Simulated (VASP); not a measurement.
Write the native input for VASP 6.6.1 that does the following.

```yaml
Task: single point
Functional: PBE
Potentials_or_basis: VASP PAW PBE potentials, release 64 (Ca_sv, B)
Cutoff: 520 eV
k_mesh: 8 × 8 × 8
Occupations: gaussian, width 0.1 eV
Spin: no spin polarisation
Dipole_correction: no
Further_INCAR_settings: ALGO = Normal; EDIFF = 1e-06; NBANDS = 25
```

The structure of CaB2 lies in POSCAR:

```
CaB2
1.0
   -1.7446014536      1.7446014536      6.0659361254
    1.7446014536     -1.7446014536      6.0659361254
    1.7446014536      1.7446014536     -6.0659361254
Ca B
2 4
Direct
    0.0000000000      0.0000000000      0.0000000000
    0.7500000000      0.2500000000      0.5000000000
    0.4165000000      0.4165000000      0.0000000000
    0.1665000000      0.6665000000      0.5000000000
    0.3335000000      0.8335000000      0.5000000000
    0.5835000000      0.5835000000      0.0000000000
```

The input as run:

INCAR

```
PREC = Accurate
ENCUT = 520
EDIFF = 1E-6
ISMEAR = 0
SIGMA = 0.1
LREAL = F
LASPH = T
NELM = 100
ALGO = Normal
ISIF = 2
LWAVE = F
LCHARG = F
GGA = PE
NBANDS = 25
```

KPOINTS

```
Automatic mesh
0
Gamma
  8 8 8
```

Potentials or basis: VASP PAW PBE potentials, release 64 (Ca_sv, B).

The run is started by

```sh
$ cat potpaw_PBE.64/Ca_sv/POTCAR potpaw_PBE.64/B/POTCAR > POTCAR
$ mpirun -np 1 vasp_std > vasp.out
```

Results of the run:

```json
{
  "Pressure": "-1.0 GPa",
  "Largest force": "0.461 eV/Å",
  "Band gap on the k mesh": "zero (bands 16 and 17 overlap by 1.33 eV)"
}
```

Caveat: the stress differs along the axes, from -10 to 4 GPa.

Run time: 6 min on 1 thread of Intel(R) Xeon(R) 6975P-C (Granite Rapids), on a shared host, peak memory 0.39 GiB.
